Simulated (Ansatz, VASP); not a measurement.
# One calculation of SiC, two programs

```
Si C
1.0
     3.08627    0.00000    0.00000
    -1.54314    2.67279    0.00000
     0.00000    0.00000    5.06486
Si C
2 2
Direct
  0.33333 0.66667 0.00000
  0.66667 0.33333 0.50000
  0.33333 0.66667 0.38500
  0.66667 0.33333 0.88500
```

Alike in both runs: task single point; functional r2SCAN; k mesh 12 × 12 × 6; occupations gaussian, width 0.02 eV; no spin polarisation.

|  | VASP | Ansatz |
| --- | --- | --- |
| version | VASP 6.6.1 | Ansatz 0.2.0 |
| potentials or method | VASP PAW PBE potentials, release 64 (Si, C), cutoff 520 eV | scalar-relativistic, plane waves, PAW |
| valence electrons in the cell | 16 | 16 |

|  | VASP | Ansatz | Ansatz less VASP |
| --- | --- | --- | --- |
| gap on the k mesh at the Fermi level (eV) | 2.71 | 2.71 | -0.007 |
| least direct gap on the mesh (eV) | 4.57 | 4.56 | -0.008 |
| pressure (GPa) | -2.2 | -2.1 | +0.18 |
| traceless stress, the component that is largest in VASP (GPa) | -2.45 | -2.49 | -0.041 |
| rms of the force components (eV/Å) | 0.436 | 0.437 | +0.0006 |

VASP's potentials were made for PBE, not for r2SCAN. Atom by atom the forces differ by 0.001 eV/Å (rms over components). The functional is the same, so the differences come from potentials, cutoffs and numerics.
